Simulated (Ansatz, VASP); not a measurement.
# One calculation of ZnO, two programs

```
CELL_PARAMETERS angstrom
3.27939 0.00000 0.00000
-1.63970 2.84004 0.00000
0.00000 0.00000 5.29323
ATOMIC_POSITIONS crystal
Zn 0.66667 0.33333 0.50060
Zn 0.33333 0.66667 0.00060
O 0.66667 0.33333 0.87971
O 0.33333 0.66667 0.37971
```

Alike in both runs: functional PBE; k mesh 12 × 12 × 6; occupations gaussian, width 0.02 eV; no spin polarisation.

Ansatz relaxed the structure, and its values are those at the end. VASP's run is a single point on that final structure, the one shown.

|  | VASP | Ansatz |
| --- | --- | --- |
| version | VASP 6.6.1 | Ansatz 0.2.0 |
| potentials or method | VASP PAW PBE potentials, release 64 (Zn, O), cutoff 520 eV | scalar-relativistic, plane waves, PAW |
| valence electrons in the cell | 36 | 36 |

```tsv
	VASP	Ansatz	Ansatz less VASP
gap on the k mesh at the Fermi level (eV)	0.73	0.74	+0.016
least direct gap on the mesh (eV)	0.73	0.74	+0.016
pressure (GPa)	0.9	0.0	-0.89
```

With one functional, cell and mesh, what is left measures potentials, basis and numerics.
